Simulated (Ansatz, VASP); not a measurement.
## BaCdCl4: VASP beside Ansatz

```
Ba Cd Cl
1.0
    -3.47116    3.47116    4.01386
     3.47116   -3.47116    4.01386
     3.47116    3.47116   -4.01386
Ba Cd Cl
1 1 4
Direct
  0.50000 0.50000 0.00000
  0.00000 0.00000 0.00000
  0.97965 0.38853 0.00000
  0.38853 0.97965 0.00000
  0.61147 0.61147 0.59112
  0.02035 0.02035 0.40888
```

Alike in both runs: functional PBE; k mesh 6 × 6 × 6; occupations gaussian, width 0.02 eV; no spin polarisation.

Ansatz relaxed the structure, and its values are those at the end. VASP's run is a single point on that final structure, the one shown.

```csv
,VASP,Ansatz
version,VASP 6.6.1,Ansatz 0.2.0
potentials or method,"VASP PAW PBE potentials, release 64 (Ba_sv, Cd, Cl), cutoff 520 eV","scalar-relativistic, plane waves, PAW"
valence electrons in the cell,50,58
```

```csv
,VASP,Ansatz,Ansatz less VASP
gap on the k mesh at the Fermi level (eV),3.73,3.71,-0.012
least direct gap on the mesh (eV),3.83,3.82,-0.015
pressure (GPa),0.3,0.0,-0.26
rms of the force components (eV/Å),0.013,0.001,-0.0114
```

VASP's potentials hold 50 valence electrons a cell and Ansatz's 58, so a difference there can come from the potentials and not from the codes.

Neither program's run includes spin-orbit coupling.
